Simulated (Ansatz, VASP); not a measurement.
# HfO2: VASP beside Ansatz

```
Hf O
1.0
     4.88129    0.00000    0.00000
     0.00000    4.88129    0.00000
     0.00000    0.00000    3.23803
Hf O
2 4
Direct
  0.90005 0.90005 0.94673
  0.50000 0.50000 0.50000
  0.19484 0.80516 0.50000
  0.30516 0.30516 0.00000
  0.69484 0.69484 0.00000
  0.80516 0.19484 0.50000
```

Alike in both runs: task single point; functional PBE; k mesh 6 × 6 × 8; occupations gaussian, width 0.05 eV; no spin polarisation.

```csv
,VASP,Ansatz
version,VASP 6.6.1,Ansatz 0.2.0
potentials or method,"VASP PAW PBE potentials, release 64 (Hf_pv, O), cutoff 520 eV","scalar-relativistic, plane waves, PAW"
valence electrons in the cell,44,76
```

|  | VASP | Ansatz | Ansatz less VASP |
| --- | --- | --- | --- |
| gap on the k mesh at the Fermi level (eV) | 1.29 | 1.34 | +0.056 |
| least direct gap on the mesh (eV) | 1.29 | 1.34 | +0.056 |
| rms of the force components (eV/Å) | 17.014 | 16.337 | -0.6772 |

Atom by atom the forces differ by 0.685 eV/Å (rms over components). With one functional, cell and mesh, what is left measures potentials, basis and numerics. VASP's potentials hold 44 valence electrons a cell and Ansatz's 76, so a difference there can come from the potentials and not from the codes.

Spin-orbit coupling is off throughout.
